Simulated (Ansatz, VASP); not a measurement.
# Two plane-wave programs on NiSb

```
CELL_PARAMETERS angstrom
3.91594 0.00000 0.00000
-1.95797 3.39130 0.00000
0.00000 0.00000 5.07030
ATOMIC_POSITIONS crystal
Ni 0.00000 0.00000 0.00000
Ni 0.00000 0.00000 0.50000
Sb 0.33333 0.66667 0.25000
Sb 0.66667 0.33333 0.75000
```

Alike in both runs: task single point; functional PBEsol; k mesh 18 × 18 × 10; occupations gaussian, width 0.1 eV; no spin polarisation.

|  | VASP | Ansatz |
| --- | --- | --- |
| version | VASP 6.6.1 | Ansatz 0.2.0 |
| potentials or method | VASP PAW PBE potentials, release 64 (Ni, Sb), cutoff 520 eV | scalar-relativistic, plane waves, PAW |
| valence electrons in the cell | 30 | 66 |

VASP gave:

- gap on the k mesh at the Fermi level (eV): none
- pressure (GPa): 0.1
- traceless stress, the component that is largest in VASP (GPa): 0.11

Problem. Which values does Ansatz return?

Solution. gap on the k mesh at the Fermi level (eV): none; pressure (GPa): 0.0; traceless stress, the component that is largest in VASP (GPa): 0.03.

VASP's potentials were made for PBE, not for PBEsol. A gap of «none» marks a metal or a gap that the smearing closes. With one functional, cell and mesh, what is left measures potentials, basis and numerics. VASP's potentials hold 30 valence electrons a cell and Ansatz's 66, so a difference there can come from the potentials and not from the codes.

Spin-orbit coupling is off throughout.
